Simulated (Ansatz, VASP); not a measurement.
# SiO2: VASP beside Ansatz

Contents of INCAR:

```
PREC = Accurate ; ENCUT = 520
EDIFF = 1E-6 ; ISMEAR = 0
SIGMA = 0.05 ; LREAL = F
LASPH = T ; NELM = 60
ALGO = Normal ; ISIF = 2
LWAVE = F ; LCHARG = F
NBANDS = 25
```

Contents of KPOINTS:

```
Automatic mesh
0
Gamma
  6 6 10
```

POSCAR

```
SiO2
1.0
    3.8684602539      0.0000000000      0.0000000000
    0.0000000000      3.8684602539      0.0000000000
    0.0000000000      0.0000000000      2.9721380131
Si O
2 4
Direct
    0.5000000000      0.5000000000      0.5000000000
    0.0000000000      0.0000000000      0.0000000000
    0.6944252994      0.6944252994      0.0000000000
    0.1944252994      0.8055747006      0.5000000000
    0.3055747006      0.3055747006      0.0000000000
    0.8055747006      0.1944252994      0.5000000000
```

Input for Ansatz:

```yaml
crystal:
  lattice:
    - [3.8684602539, 0.0, 0.0]
    - [0.0, 3.8684602539, 0.0]
    - [0.0, 0.0, 2.9721380131]
  atoms:
    - { symbol: Si, position: [0.5, 0.5, 0.5] }
    - { symbol: Si, position: [0.0, 0.0, 0.0] }
    - { symbol: O, position: [0.6944252994, 0.6944252994, 0.0] }
    - { symbol: O, position: [0.1944252994, 0.8055747006, 0.5] }
    - { symbol: O, position: [0.3055747006, 0.3055747006, 0.0] }
    - { symbol: O, position: [0.8055747006, 0.1944252994, 0.5] }
basis:
  ecutwfc: 520.0
kpoints:
  mp_grid: { grid: [6, 6, 10] }
hamiltonian:
  xc: lda
  pseudopotentials: { kind: paw, azcp: { folder: soft_1 } }
scf:
  occupations: { method: gaussian, width: 0.05 }
output:
  forces: true
  stress: true
  eigenvalues: true
```

Alike in both runs: task single point; functional LDA; k mesh 6 × 6 × 10; occupations gaussian, width 0.05 eV; no spin polarisation.

|  | VASP | Ansatz |
| --- | --- | --- |
| version | VASP 6.6.1 | Ansatz 0.2.0 |
| potentials or method | VASP PAW LDA potentials, release 64 (Si, O), cutoff 520 eV | scalar-relativistic, plane waves, PAW |
| valence electrons in the cell | 32 | 32 |

|  | VASP | Ansatz | Ansatz less VASP |
| --- | --- | --- | --- |
| gap on the k mesh at the Fermi level (eV) | 4.72 | 4.77 | +0.048 |
| least direct gap on the mesh (eV) | 4.72 | 4.77 | +0.048 |
| pressure (GPa) | 12.3 | 11.2 | -1.17 |
| traceless stress, the component that is largest in VASP (GPa) | -50.10 | -49.78 | +0.321 |
| rms of the force components (eV/Å) | 0.316 | 0.338 | +0.0226 |

Ansatz warns that its potentials were made for another functional, while VASP's fit it. LDA's correlation is that of Perdew and Zunger in VASP and of Perdew and Wang (1992) in Ansatz. Atom by atom the forces differ by 0.023 eV/Å (rms over components).
